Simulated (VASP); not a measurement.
# CdSe (F-43m) in VASP: further runs

The runs below take CdSe through relaxation of cell and atoms, with PBE.

Everything below comes from runs of VASP 6.6.1. Logs are shortened: lines on timing, memory, paths and dates and some standing lists are left out, and cuts for length are marked.

## Step 1: The cell of the first run

It takes space group F-43m (No. 216, cubic). The conventional cell has a = 6.141 Å, b = 6.141 Å, c = 6.141 Å, α = 90.00°, β = 90.00°, γ = 90.00°. Cd (site symmetry -43m) has 4 Se at 2.66 Å within 3.5 Å. Se (site symmetry -43m) has 4 Cd at 2.66 Å within 3.5 Å.

## Step 2: Relaxation of cell and atoms, PBE, target pressure 6 GPa, at which the enthalpy is minimised

Contents of INCAR:

```
PREC = Accurate
ENCUT = 500
EDIFF = 1E-7
ISMEAR = 0
SIGMA = 0.01
LREAL = False
LASPH = True
NELM = 120
ALGO = Normal
ISIF = 3
LWAVE = False
LCHARG = False
GGA = PE
IBRION = 2
NSW = 100
EDIFFG = -0.01
PSTRESS = 60.0
GGA_COMPAT = False
NELMIN = 4
```

Contents of KPOINTS:

```
Automatic mesh
0
Gamma
  6 6 6
```

Contents of POSCAR:

```
CdSe
1.0
    0.0000000000      3.0702710000      3.0702710000
    3.0702710000      0.0000000000      3.0702710000
    3.0702710000      3.0702710000      0.0000000000
Cd Se
1 1
Direct
    0.0000000000      0.0000000000      0.0000000000
    0.2500000000      0.2500000000      0.2500000000
```

Potentials or basis: VASP PAW PBE potentials, release 64 (Cd, Se).

Run with:

```sh
cat potpaw_PBE.64/Cd/POTCAR potpaw_PBE.64/Se/POTCAR > POTCAR
mpirun -np 1 vasp_std > vasp.out
```

OUTCAR:

```text
PREC = Accurate
   ENCUT = 500
   EDIFF = 1E-7
   ISMEAR = 0
   LREAL = False
   LASPH = True
   NELM = 120
   ISIF = 3
   GGA = PE
   IBRION = 2
   NSW = 100
   EDIFFG = -0.01
   PSTRESS = 60.0
   NELMIN = 4

 ion  position               nearest neighbor table
   1  0.000  0.000  0.000-   2 2.66   2 2.66   2 2.66   2 2.66
   2  0.250  0.250  0.250-   1 2.66   1 2.66   1 2.66   1 2.66

  LATTYP: Found a face centered cubic cell.
 ALAT       =     6.1405420000

  Lattice vectors:

 A1 = (   0.0000000000,   3.0702710000,   3.0702710000)
 A2 = (   3.0702710000,   0.0000000000,   3.0702710000)
 A3 = (   3.0702710000,   3.0702710000,   0.0000000000)

Analysis of symmetry for initial positions (statically):
=====================================================================
 Subroutine PRICEL returns:
 Original cell was already a primitive cell.

 Routine SETGRP: Setting up the symmetry group for a
 face centered cubic supercell.

 Subroutine GETGRP returns: Found 24 space group operations
 (whereof 24 operations were pure point group operations)
 out of a pool of 48 trial point group operations.

The static configuration has the point symmetry T_d .

Analysis of symmetry for dynamics (positions and initial velocities):
=====================================================================
 Subroutine PRICEL returns:
 Original cell was already a primitive cell.

 Routine SETGRP: Setting up the symmetry group for a
 face centered cubic supercell.

 Subroutine GETGRP returns: Found 24 space group operations
 (whereof 24 operations were pure point group operations)
 out of a pool of 48 trial point group operations.

The dynamic configuration has the point symmetry T_d .

 Subroutine INISYM returns: Found 24 space group operations
 (whereof 24 operations are pure point group operations),
 and found     1 'primitive' translations

----------------------------------------------------------------------------------------

                                     Primitive cell

  volume of cell :      57.8842

  direct lattice vectors                    reciprocal lattice vectors
     0.000000000  3.070271000  3.070271000    -0.162852074  0.162852074  0.162852074
     3.070271000  0.000000000  3.070271000     0.162852074 -0.162852074  0.162852074
     3.070271000  3.070271000  0.000000000     0.162852074  0.162852074 -0.162852074

  length of vectors
     4.342018888  4.342018888  4.342018888     0.282068066  0.282068066  0.282068066

  position of ions in fractional coordinates (direct lattice)
     0.000000000  0.000000000  0.000000000
     0.250000000  0.250000000  0.250000000

  ion indices of the primitive-cell ions
   primitive index   ion index
                 1           1
                 2           2

----------------------------------------------------------------------------------------

 KPOINTS: Automatic mesh

Automatic generation of k-mesh.
 Grid dimensions read from file:
 generate k-points for:    6    6    6

 Generating k-lattice:

  Cartesian coordinates                     Fractional coordinates (reciprocal lattice)
    -0.027142012  0.027142012  0.027142012     0.166666667  0.000000000  0.000000000
     0.027142012 -0.027142012  0.027142012     0.000000000  0.166666667  0.000000000
     0.027142012  0.027142012 -0.027142012     0.000000000  0.000000000  0.166666667

  Length of vectors
     0.047011344  0.047011344  0.047011344

  Shift w.r.t. Gamma in fractional coordinates (k-lattice)
     0.000000000  0.000000000  0.000000000

 Subroutine IBZKPT returns following result:
 ===========================================

 Found     16 irreducible k-points:

 Following reciprocal coordinates:
            Coordinates               Weight
  0.000000  0.000000  0.000000      1.000000
  0.166667  0.000000  0.000000      8.000000
  0.333333  0.000000  0.000000      8.000000
  0.500000  0.000000  0.000000      4.000000
  0.166667  0.166667  0.000000      6.000000
  0.333333  0.166667  0.000000     24.000000
[... 8 lines left out ...]
 -0.333333  0.333333  0.166667     24.000000
 -0.333333  0.500000  0.166667     12.000000
   k-points           NKPTS =     16   k-points in BZ     NKDIM =     16   number of bands    NBANDS=     13
   number of dos      NEDOS =    301   number of ions     NIONS =      2
   total plane-waves  NPLWV =  32768
   dimension x,y,z NGX =    32 NGY =   32 NGZ =   32
   dimension x,y,z NGXF=    64 NGYF=   64 NGZF=   64
   ions per type =               1   1
   NGX,Y,Z   is equivalent  to a cutoff of  12.25, 12.25, 12.25 a.u.
   NGXF,Y,Z  is equivalent  to a cutoff of  24.50, 24.50, 24.50 a.u.
 SYSTEM =  unknown system
   PREC   = accura    normal or accurate (medium, high low for compatibility)
   ISTART =      0    job   : 0-new  1-cont  2-samecut
   ICHARG =      2    charge: 1-file 2-atom 10-const
   ISPIN  =      1    spin polarized calculation?
   LNONCOLLINEAR =      F non collinear calculations
   LSORBIT =      F    spin-orbit coupling
   LASPH  =      T    aspherical Exc in radial PAW
   ENCUT  =  500.0 eV  36.75 Ry    6.06 a.u.   7.92  7.92  7.92*2*pi/ulx,y,z
   NELM   =    120;   NELMIN=  4; NELMDL= -5     # of ELM steps
   EDIFF  = 0.1E-06   stopping-criterion for ELM
   LREAL  =      F    real-space projection
   EDIFFG = -.1E-01   stopping-criterion for IOM
   NSW    =    100    number of steps for IOM
   IBRION =      2    ionic relax: 0-MD 1-quasi-New 2-CG
   NFREE  =      1    steps in history (QN), initial steepest desc. (CG)
   ISIF   =      3    stress and relaxation
   ISYM   =      2    0-nonsym 1-usesym 2-fastsym
   POTIM  = 0.5000    time-step for ionic-motion
   TEBEG  =    0.0;   TEEND  =   0.0 temperature during run
   PSTRESS=   60.0 pullay stress
   NELECT =      18.0000    total number of electrons
   NUPDOWN=      -1.0000    fix difference up-down
   EMIN   =  10.00;   EMAX   =-10.00  energy-range for DOS
   EFERMI =   0.00;   METHOD = LEGACY
   ISMEAR =     0;   SIGMA  =   0.01  broadening in eV -4-tet -1-fermi 0-gaus
   EFERMI_NEDOS =   21; number of points for ismear=-14 and -15
   IALGO  =     38    algorithm
   IMIX   =      4    mixing-type and parameters
     AMIX     =   0.40;   BMIX     =  1.00
     AMIX_MAG =   1.60;   BMIX_MAG =  1.00
  volume/ion in A,a.u.               =      28.94       195.31
  Fermi-wavevector in a.u.,A,eV,Ry     =   1.109121  2.095935 16.737201  1.230150
  Thomas-Fermi vector in A             =   2.245657
   LORBIT       =      0    0 simple, 1 ext, 2 COOP (PROOUT), +10 PAW based schemes
   GGA     = PE    functional components
   LHFCALC =     F    Hartree Fock is set to
   AEXX    =    0.0000 exact exchange contribution
   IVDW    =     0    specifies the selected vdW correction
   LEPSILON=     F    determine dielectric tensor
   LRPA    =     F    only Hartree local field effects (RPA)
 conjugate gradient relaxation of ions
 non-spin polarized calculation
 Gauss-broadening in eV      SIGMA  =   0.01
  energy-cutoff  :      500.00
  volume of cell :       57.88
 maximum number of plane-waves:      1484
   NGX = 15   NGY = 15   NGZ = 15

--------------------------------------- Ionic step        1  -------------------------------------------

 number of electron      18.0000008 magnetization

 Free energy of the ion-electron system (eV)
  ---------------------------------------------------
  ext. energy  EPLUGINS =         0.00000000
  ---------------------------------------------------
  free energy    TOTEN  =        -5.48651927 eV

  energy without entropy =       -5.48651927  energy(sigma->0) =       -5.48651927

------------------------ aborting loop because EDIFF is reached ----------------------------------------

  FORCE on cell =-STRESS in cart. coord.  units (eV):
  Direction    XX          YY          ZZ          XY          YZ          ZX
  --------------------------------------------------------------------------------------
  -------------------------------------------------------------------------------------
  Total        0.5683129      0.5683129      0.5683129      0.0000000      0.0000000     -0.0000000
  in kB       15.7303348     15.7303348     15.7303348      0.0000000      0.0000000     -0.0000000
  external PRESSURE =     -44.2696652 kB  Pullay stress =      60.0000000 kB

 VOLUME and BASIS-vectors are now :
 -----------------------------------------------------------------------------
  energy-cutoff  :      500.00
  volume of cell :       57.88
      direct lattice vectors                 reciprocal lattice vectors
     0.000000000  3.070271000  3.070271000    -0.162852074  0.162852074  0.162852074
     3.070271000  0.000000000  3.070271000     0.162852074 -0.162852074  0.162852074
     3.070271000  3.070271000  0.000000000     0.162852074  0.162852074 -0.162852074
[... 46 lines left out ...]
  FREE ENERGIE OF THE ION-ELECTRON SYSTEM (eV)
  ---------------------------------------------------
  free  energy   TOTEN  =        -5.2784071452 eV

  energy  without entropy=       -5.2784071452  energy(sigma->0) =       -5.27840715

  enthalpy is  TOTEN    =        -3.3520319234 eV   P V=        1.9263752218

--------------------------------------- Ionic step        3  -------------------------------------------

 number of electron      17.9999992 magnetization

 Free energy of the ion-electron system (eV)
  ---------------------------------------------------
  ext. energy  EPLUGINS =         0.00000000
  ---------------------------------------------------
  free energy    TOTEN  =        -5.39526446 eV

  energy without entropy =       -5.39526446  energy(sigma->0) =       -5.39526446

 E-fermi :   1.4097     XC(G=0):  -9.0833

 val. band max:        1.3020477564   @ k =   0.0000   0.0000   0.0000
 cond. band min:       1.9997797174   @ k =   0.0000   0.0000   0.0000
 fundamental gap:      0.6977319610
 Fermi energy:         1.4097072817

 k-point     1 :       0.0000    0.0000    0.0000
  band No.  band energies     occupation
      1     -11.5464      2.00000
      2      -6.7945      2.00000
      3      -6.7945      2.00000
      4      -6.7945      2.00000
      5      -6.3710      2.00000
      6      -6.3710      2.00000
      7       1.3020      2.00000
      8       1.3020      2.00000
      9       1.3020      2.00000
     10       1.9998      0.00000
     11       7.2312      0.00000
     12       7.2312      0.00000
     13       7.2312      0.00000

 k-point     2 :       0.1667    0.0000    0.0000
  band No.  band energies     occupation
      1     -11.4449      2.00000
      2      -6.7621      2.00000
      3      -6.7621      2.00000
      4      -6.7023      2.00000
      5      -6.3722      2.00000
      6      -6.3722      2.00000
      7      -0.4601      2.00000
      8       1.0729      2.00000
      9       1.0729      2.00000
     10       3.3100      0.00000
     11       7.0344      0.00000
[... 246 lines left out ...]
 POSITION                                       TOTAL-FORCE (eV/Angst)
 -----------------------------------------------------------------------------------
      0.00000      0.00000      0.00000         0.000000      0.000000      0.000000
      1.49877      1.49877      1.49877        -0.000000     -0.000000     -0.000000
 -----------------------------------------------------------------------------------
    total drift:                                0.000000      0.000000      0.000000

  FREE ENERGIE OF THE ION-ELECTRON SYSTEM (eV)
  ---------------------------------------------------
  free  energy   TOTEN  =        -5.3952644584 eV

  energy  without entropy=       -5.3952644584  energy(sigma->0) =       -5.39526446

  enthalpy is  TOTEN    =        -3.3780069793 eV   P V=        2.0172574791

 reached required accuracy - stopping structural energy minimisation
```

It took 15 s on 1 thread of Intel Xeon 6975P-C (Granite Rapids), shared host; peak memory 0.18 GiB.

What came out:

```
Free energy                                                : -5.3953 eV
Relaxed volume                                             : 26.93 Å³/atom
Relaxed cell                                               : a = 4.239 Å, b = 4.239 Å, c = 4.239 Å, α = 60.00°, β = 60.00°, γ = 60.00°
Space group after relaxing (to 0.1 Å)                      : F-43m (No. 216)
Energy change on relaxing (the run minimises the enthalpy) : +45.6 meV/atom
Ionic steps                                                : 3
Pressure after relaxing                                    : 6.0 GPa
Band gap on the k mesh                                     : 0.70 eV
```

Step by step:
| step | energy change (eV) | largest force (eV/Å) | pressure (GPa) | volume (Å³) |
| --- | --- | --- | --- | --- |
| 1 | 0.0000 | 0.0000 | 1.57 | 57.88 |
| 2 | 0.2081 | 0.0000 | 9.59 | 51.44 |
| 3 | 0.0913 | 0.0000 | 5.99 | 53.87 |

Final structure:
```cif
data_structure
_symmetry_space_group_name_H-M 'P 1'
_symmetry_Int_Tables_number 1
_cell_length_a 4.2391
_cell_length_b 4.2391
_cell_length_c 4.2391
_cell_angle_alpha 60.000
_cell_angle_beta 60.000
_cell_angle_gamma 60.000
_cell_volume 53.87
loop_
_atom_site_label
_atom_site_type_symbol
_atom_site_fract_x
_atom_site_fract_y
_atom_site_fract_z
_atom_site_occupancy
Cd1 Cd 0.00000 0.00000 0.00000 1
Se1 Se 0.25000 0.25000 0.25000 1
```

Levels at points of the mesh, in eV from the valence-band top:
```csv
k point,band 6,band 7,band 8,band 9,band 10,band 11,band 12,band 13
"(0.00, 0.00, 0.00)",-7.67,0.00,0.00,0.00,0.70,5.93,5.93,5.93
"(0.50, 0.00, 0.00)",-7.34,-4.65,-0.81,-0.81,2.45,6.45,6.45,7.54
"(0.50, 0.50, 0.00)",-7.27,-4.29,-2.01,-2.01,3.05,3.79,9.33,10.48
```

Caveat: the cell is relaxed towards a set pressure, so the run minimises the enthalpy, not the energy.

## Step 3: Relaxation of cell and atoms, PBE, target pressure 8 GPa, at which the enthalpy is minimised

INCAR: that of step 2 with these lines changed.

```diff
@@ -16,3 +16,3 @@
 EDIFFG = -0.01
-PSTRESS = 60.0
+PSTRESS = 80.0
 GGA_COMPAT = False
```

Contents of KPOINTS:

```
regular mesh
0
Gamma
  6 6 6
```

POSCAR is that of step 2.

Potentials or basis: VASP PAW PBE potentials, release 64 (Cd, Se).

Run with:

```sh
cat potpaw_PBE.64/Cd/POTCAR potpaw_PBE.64/Se/POTCAR > POTCAR
mpirun -np 1 vasp_std > vasp.out
```

OUTCAR:

```text
PREC = Accurate
   ENCUT = 500
   EDIFF = 1E-7
   ISMEAR = 0
   LREAL = False
   LASPH = True
   NELM = 120
   ISIF = 3
   GGA = PE
   IBRION = 2
   NSW = 100
   EDIFFG = -0.01
   PSTRESS = 80.0
   NELMIN = 4

 ion  position               nearest neighbor table
   1  0.000  0.000  0.000-   2 2.66   2 2.66   2 2.66   2 2.66
   2  0.250  0.250  0.250-   1 2.66   1 2.66   1 2.66   1 2.66

  LATTYP: Found a face centered cubic cell.
 ALAT       =     6.1405420000

  Lattice vectors:

 A1 = (   0.0000000000,   3.0702710000,   3.0702710000)
 A2 = (   3.0702710000,   0.0000000000,   3.0702710000)
 A3 = (   3.0702710000,   3.0702710000,   0.0000000000)

Analysis of symmetry for initial positions (statically):
=====================================================================
 Subroutine PRICEL returns:
 Original cell was already a primitive cell.

 Routine SETGRP: Setting up the symmetry group for a
 face centered cubic supercell.

 Subroutine GETGRP returns: Found 24 space group operations
[... 143 lines left out ...]
  volume of cell :       57.88
 maximum number of plane-waves:      1484
   NGX = 15   NGY = 15   NGZ = 15

--------------------------------------- Ionic step        1  -------------------------------------------

 number of electron      18.0000008 magnetization

 Free energy of the ion-electron system (eV)
  ---------------------------------------------------
  ext. energy  EPLUGINS =         0.00000000
  ---------------------------------------------------
  free energy    TOTEN  =        -5.48651927 eV

  energy without entropy =       -5.48651927  energy(sigma->0) =       -5.48651927

------------------------ aborting loop because EDIFF is reached ----------------------------------------

  FORCE on cell =-STRESS in cart. coord.  units (eV):
  Direction    XX          YY          ZZ          XY          YZ          ZX
  --------------------------------------------------------------------------------------
  -------------------------------------------------------------------------------------
  Total        0.5683129      0.5683129      0.5683129      0.0000000      0.0000000     -0.0000000
  in kB       15.7303348     15.7303348     15.7303348      0.0000000      0.0000000     -0.0000000
  external PRESSURE =     -64.2696652 kB  Pullay stress =      80.0000000 kB
[... 177 lines left out ...]
--------------------------------------- Ionic step        6  -------------------------------------------

 number of electron      17.9999999 magnetization

 Free energy of the ion-electron system (eV)
  ---------------------------------------------------
  ext. energy  EPLUGINS =         0.00000000
  ---------------------------------------------------
  free energy    TOTEN  =        -5.33315303 eV

  energy without entropy =       -5.33315303  energy(sigma->0) =       -5.33315303

 E-fermi :   1.5806     XC(G=0):  -9.2083

 val. band max:        1.5341202966   @ k =   0.0000   0.0000   0.0000
 cond. band min:       2.2870814722   @ k =   0.0000   0.0000   0.0000
 fundamental gap:      0.7529611756
 Fermi energy:         1.5806261764

 k-point     1 :       0.0000    0.0000    0.0000
  band No.  band energies     occupation
      1     -11.4835      2.00000
      2      -6.6726      2.00000
      3      -6.6726      2.00000
      4      -6.6726      2.00000
      5      -6.2165      2.00000
      6      -6.2165      2.00000
      7       1.5341      2.00000
      8       1.5341      2.00000
      9       1.5341      2.00000
     10       2.2871      0.00000
     11       7.4566      0.00000
     12       7.4566      0.00000
     13       7.4566      0.00000
[... 271 lines left out ...]
  energy  without entropy=       -5.3331530334  energy(sigma->0) =       -5.33315303

  enthalpy is  TOTEN    =        -2.7147876907 eV   P V=        2.6183653426

 reached required accuracy - stopping structural energy minimisation
```

Run time: 24 s. Hardware: 1 thread of Intel Xeon 6975P-C (Granite Rapids), shared host; peak memory 0.18 GiB.

What came out:

```
Free energy                                                : -5.3332 eV
Relaxed volume                                             : 26.22 Å³/atom
Relaxed cell                                               : a = 4.201 Å, b = 4.201 Å, c = 4.201 Å, α = 60.00°, β = 60.00°, γ = 60.00°
Space group after relaxing (to 0.1 Å)                      : F-43m (No. 216)
Energy change on relaxing (the run minimises the enthalpy) : +76.7 meV/atom
Ionic steps                                                : 6
Pressure after relaxing                                    : 8.0 GPa
Band gap on the k mesh                                     : 0.75 eV
```

The path:
| step | energy change (eV) | largest force (eV/Å) | pressure (GPa) | volume (Å³) |
| --- | --- | --- | --- | --- |
| 1 | 0.0000 | 0.0000 | 1.57 | 57.88 |
| 2 | 0.4158 | 0.0000 | 14.88 | 48.69 |
| 3 | 0.1510 | 0.0000 | 7.93 | 52.49 |
| 4 | 0.1562 | 0.0000 | 8.09 | 52.38 |
| 5 | 0.1509 | 0.0000 | 7.93 | 52.49 |
| 6 | 0.1534 | 0.0000 | 8.00 | 52.44 |

Final structure:
```yaml
crystal:
  lattice:
    - [0.00000, 2.97080, 2.97080]
    - [2.97080, 0.00000, 2.97080]
    - [2.97080, 2.97080, 0.00000]
  atoms:
    - { symbol: Cd, position: [0.00000, 0.00000, 0.00000] }
    - { symbol: Se, position: [0.25000, 0.25000, 0.25000] }
```

Levels at points of the mesh, in eV from the valence-band top:
| k point | band 6 | band 7 | band 8 | band 9 | band 10 | band 11 | band 12 | band 13 |
| --- | --- | --- | --- | --- | --- | --- | --- | --- |
| (0.00, 0.00, 0.00) | -7.75 | 0.00 | 0.00 | 0.00 | 0.75 | 5.92 | 5.92 | 5.92 |
| (0.50, 0.00, 0.00) | -7.40 | -4.83 | -0.86 | -0.86 | 2.48 | 6.45 | 6.45 | 7.61 |
| (0.50, 0.50, 0.00) | -7.32 | -4.42 | -2.11 | -2.11 | 3.00 | 3.80 | 9.47 | 10.64 |

Caveat: the cell is relaxed towards a set pressure, so the run minimises the enthalpy, not the energy.
